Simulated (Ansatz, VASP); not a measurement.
## InSe in VASP and in Ansatz

```
In Se
1.0
     2.02334    1.16818    8.60852
    -2.02334    1.16818    8.60852
     0.00000   -2.33635    8.60852
In Se
2 2
Direct
  0.11035 0.11035 0.11035
  0.00183 0.00183 0.00183
  0.61971 0.61971 0.61971
  0.82581 0.82581 0.82581
```

Alike in both runs: task single point; functional PBEsol; k mesh 7 × 7 × 7; occupations fermi-dirac, width 0.02 eV; no spin polarisation.

|  | VASP | Ansatz |
| --- | --- | --- |
| version | VASP 6.6.1 | Ansatz 0.2.0 |
| potentials or method | VASP PAW PBE potentials, release 64 (In_d, Se), cutoff 520 eV | all-electron LAPW, scalar-relativistic |

```csv
,VASP,Ansatz,Ansatz less VASP
gap on the k mesh at the Fermi level (eV),0.64,0.65,+0.013
least direct gap on the mesh (eV),0.65,0.65,+0.009
pressure (GPa),-0.8,-0.8,-0.04
"traceless stress, the component that is largest in VASP (GPa)",0.08,0.09,+0.010
rms of the force components (eV/Å),0.039,0.032,-0.0073
```

VASP's potentials were made for PBE, not for PBEsol. Atom by atom the forces differ by 0.011 eV/Å (rms over components). Ansatz ran all-electron here, and VASP with PAW potentials.
